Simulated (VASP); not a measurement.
**AlN: electric field gradients with PBEsol**

AlN:

```xyz
2
Lattice="0.0000 1.9780 1.9780 1.9780 0.0000 1.9780 1.9780 1.9780 0.0000" Properties=species:S:1:pos:R:3 pbc="T T T"
Al    0.0000    0.0000    0.0000
N     1.9780    1.9780    1.9780
```

| Property | Result |
| --- | --- |
| Program | VASP 6.6.1 |
| Task | electric field gradients |
| Functional | PBEsol |
| Potentials or basis | VASP PAW PBE potentials, release 64 (Al, N) |
| Cutoff | 520 eV |
| k mesh | 10 × 10 × 10 |
| Occupations | fermi-dirac, width 0.02 eV |
| Spin | no spin polarisation |
| Dipole correction | no |
| Further INCAR settings | ALGO = Normal; EDIFF = 1e-08; NBANDS = 11 |

- Pressure: 20.0 GPa
- Band gap on the k mesh: 5.01 eV, indirect (least direct gap 6.64 eV)

Levels at points of the mesh, in eV from the valence-band top:
```
           k point  band 1  band 2  band 3  band 4  band 5  band 6  band 7  band 8  band 9
(0.00, 0.00, 0.00)  -18.16    0.00    0.00    0.00    6.64   12.23   12.23   12.23   17.49
(0.50, 0.00, 0.00)  -14.59   -8.80   -1.22   -1.22    6.46   11.44   11.44   14.23   16.71
(0.50, 0.50, 0.00)  -13.50   -7.90   -3.00   -3.00    5.01    5.20   14.78   18.21   18.21
```

It took 5.9 s on 1 thread of Intel(R) Xeon(R) Platinum 8488C (Sapphire Rapids) (shared host), peak memory 0.13 GiB.

Caveat: without QUAD_EFG the Cq values of the log hold for a quadrupole moment of 1 mb, not for the nuclei; the PAW data sets were made with another functional, which shifts forces and pressure a little. As with any semilocal functional, this PBEsol gap is likely too small.
